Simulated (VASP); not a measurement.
# KTaO3 (P4/mmm) in VASP: notebook, part 2 of 2

VASP 6.6.1. Earlier steps stand in the parts before.

### Step 3. Single point, r2SCAN (strain +0.1000 x Voigt [1, 0, 0, 0, 0, 0])

The input, POSCAR:

```
KTaO3
1.0
    4.3871300000      0.0000000000      0.0000000000
    0.0000000000      3.9883000000      0.0000000000
    0.0000000000      0.0000000000      3.9883000000
K Ta O
1 1 3
Direct
    0.5000000000      0.5000000000      0.5000000000
    0.0000000000      0.0000000000      0.0000000000
    0.5000000000      0.0000000000      0.0000000000
    0.0000000000      0.5000000000      0.0000000000
    0.0000000000      0.0000000000      0.5000000000
```

The input, INCAR.step1:

```
PREC = Accurate
ENCUT = 520
ISMEAR = 0
SIGMA = 0.05
LREAL = False
LASPH = True
NELM = 80
NBANDS = 27
GGA = PE
ALGO = Normal
EDIFF = 1E-4
LWAVE = True
LCHARG = False
```

The input, INCAR.step2:

```
PREC = Accurate
ENCUT = 520
EDIFF = 1E-6
ISMEAR = 0
SIGMA = 0.05
LREAL = False
LASPH = True
NELM = 80
ALGO = Normal
ISIF = 2
LWAVE = False
LCHARG = False
METAGGA = R2SCAN
LMIXTAU = True
NBANDS = 27
ISTART = 1
```

The input, KPOINTS:

```
Automatic mesh
0
Gamma
  6 6 6
```

Potentials or basis: VASP PAW PBE potentials, release 64 (K_sv, Ta_pv, O).

Run with:

```sh
> cat potpaw_PBE.64/K_sv/POTCAR potpaw_PBE.64/Ta_pv/POTCAR potpaw_PBE.64/O/POTCAR > POTCAR
> cp INCAR.step1 INCAR
> mpirun -np 1 vasp_std > vasp.out
> cp INCAR.step2 INCAR
> mpirun -np 1 vasp_std > vasp.out
```

OUTCAR:

```text
PREC = Accurate
   ENCUT = 520
   EDIFF = 1E-6
   ISMEAR = 0
   LREAL = False
   LASPH = True
   NELM = 80
   ISIF = 2
   METAGGA = R2SCAN
   ISTART = 1

 ion  position               nearest neighbor table
   1  0.500  0.500  0.500-   3 2.82   3 2.82   3 2.82   3 2.82   2 3.57   2 3.57   2 3.57   2 3.57
                             2 3.57   2 3.57   2 3.57   2 3.57
   2  0.000  0.000  0.000-   4 1.99   5 1.99   5 1.99   4 1.99   3 2.19   3 2.19   1 3.57   1 3.57
                             1 3.57   1 3.57   1 3.57   1 3.57   1 3.57   1 3.57
   3  0.500  0.000  0.000-   2 2.19   2 2.19   1 2.82   1 2.82   1 2.82   1 2.82
   4  0.000  0.500  0.000-   2 1.99   2 1.99
   5  0.000  0.000  0.500-   2 1.99   2 1.99

  LATTYP: Found a simple tetragonal cell.
 ALAT       =     3.9883000000
 C/A-ratio  =     1.1000000000

  Lattice vectors:

 A1 = (   0.0000000000,   3.9883000000,   0.0000000000)
 A2 = (   0.0000000000,   0.0000000000,   3.9883000000)
 A3 = (   4.3871300000,   0.0000000000,   0.0000000000)

Analysis of symmetry for initial positions (statically):
=====================================================================
 Subroutine PRICEL returns:
 Original cell was already a primitive cell.

 Routine SETGRP: Setting up the symmetry group for a
 simple tetragonal supercell.

 Subroutine GETGRP returns: Found 16 space group operations
 (whereof 16 operations were pure point group operations)
 out of a pool of 16 trial point group operations.

The static configuration has the point symmetry D_4h.

Analysis of symmetry for dynamics (positions and initial velocities):
=====================================================================
 Subroutine PRICEL returns:
 Original cell was already a primitive cell.

 Routine SETGRP: Setting up the symmetry group for a
 simple tetragonal supercell.

 Subroutine GETGRP returns: Found 16 space group operations
[... 129 lines left out ...]
     AMIX_MAG =   1.60;   BMIX_MAG =  1.00
  volume/ion in A,a.u.               =      13.96        94.19
  Fermi-wavevector in a.u.,A,eV,Ry     =   1.336854  2.526288 24.316042  1.787179
  Thomas-Fermi vector in A             =   2.465448
   LORBIT       =      0    0 simple, 1 ext, 2 COOP (PROOUT), +10 PAW based schemes
   METAGGA = R2SCAN    functional components
   LHFCALC =     F    Hartree Fock is set to
   AEXX    =    0.0000 exact exchange contribution
   IVDW    =     0    specifies the selected vdW correction
   LEPSILON=     F    determine dielectric tensor
   LRPA    =     F    only Hartree local field effects (RPA)
 non-spin polarized calculation
 Gauss-broadening in eV      SIGMA  =   0.05
  energy-cutoff  :      520.00
  volume of cell :       69.78
 maximum number of plane-waves:      1905
 NGX is ok and might be reduce to    36
   NGX = 17   NGY = 15   NGZ = 15

 number of electron      37.9999983 magnetization

 Free energy of the ion-electron system (eV)
  ---------------------------------------------------
  ext. energy  EPLUGINS =         0.00000000
  ---------------------------------------------------
  free energy    TOTEN  =       -86.55071985 eV

  energy without entropy =      -86.55071985  energy(sigma->0) =      -86.55071985

 E-fermi :   1.2437     XC(G=0): -11.0229

 val. band max:        0.9057861389   @ k =   0.5000   0.5000   0.5000
 cond. band min:       3.0947337241   @ k =   0.0000   0.0000   0.0000
 fundamental gap:      2.1889475852
 Fermi energy:         1.2436603663

 k-point     1 :       0.0000    0.0000    0.0000
  band No.  band energies     occupation
      1     -34.9739      2.00000
      2     -34.9739      2.00000
      3     -34.9279      2.00000
      4     -27.7048      2.00000
      5     -17.7881      2.00000
      6     -17.2840      2.00000
[... 709 lines left out ...]
     26      11.2772      0.00000
     27      11.6844      0.00000

 [... further k-points ...]

------------------------ aborting loop because EDIFF is reached ----------------------------------------

  FORCE on cell =-STRESS in cart. coord.  units (eV):
  Direction    XX          YY          ZZ          XY          YZ          ZX
  --------------------------------------------------------------------------------------
  -------------------------------------------------------------------------------------
  Total      -11.7783469     -2.3947406     -2.3947406      0.0000000      0.0000000      0.0000000
  in kB     -270.4199847    -54.9810370    -54.9810370      0.0000000      0.0000000      0.0000000
  external PRESSURE =    -126.7940196 kB  Pullay stress =       0.0000000 kB

 VOLUME and BASIS-vectors are now :
 -----------------------------------------------------------------------------
  energy-cutoff  :      520.00
  volume of cell :       69.78
      direct lattice vectors                 reciprocal lattice vectors
     4.387130000  0.000000000  0.000000000     0.227939450  0.000000000  0.000000000
     0.000000000  3.988300000  0.000000000     0.000000000  0.250733395  0.000000000
     0.000000000  0.000000000  3.988300000     0.000000000  0.000000000  0.250733395

 POSITION                                       TOTAL-FORCE (eV/Angst)
 -----------------------------------------------------------------------------------
      2.19356      1.99415      1.99415         0.000000      0.000000      0.000000
      0.00000      0.00000      0.00000         0.000000      0.000000      0.000000
      2.19356      0.00000      0.00000         0.000000      0.000000      0.000000
      0.00000      1.99415      0.00000         0.000000      0.000000      0.000000
      0.00000      0.00000      1.99415         0.000000      0.000000      0.000000
 -----------------------------------------------------------------------------------
    total drift:                                0.000000      0.000000     -0.000000

  FREE ENERGIE OF THE ION-ELECTRON SYSTEM (eV)
  ---------------------------------------------------
  free  energy   TOTEN  =       -86.5507198503 eV

  energy  without entropy=      -86.5507198503  energy(sigma->0) =      -86.55071985
```

It took 3.8 min on 1 thread of Intel Xeon 8259CL, shared host; peak memory 0.23 GiB.

What came out:

```
Free energy            : -86.5507 eV
Pressure               : -12.7 GPa
Band gap on the k mesh : 2.19 eV (least direct gap 2.63 eV)
```

Caveat: the cell differs from its parent crystal (strain +0.1000 x Voigt [1, 0, 0, 0, 0, 0]); the stress differs along the axes, from -27 to -5 GPa; the PAW data sets were made with another functional, which shifts forces and pressure a little; spin-orbit coupling is left out, which moves the levels of the heavy elements.
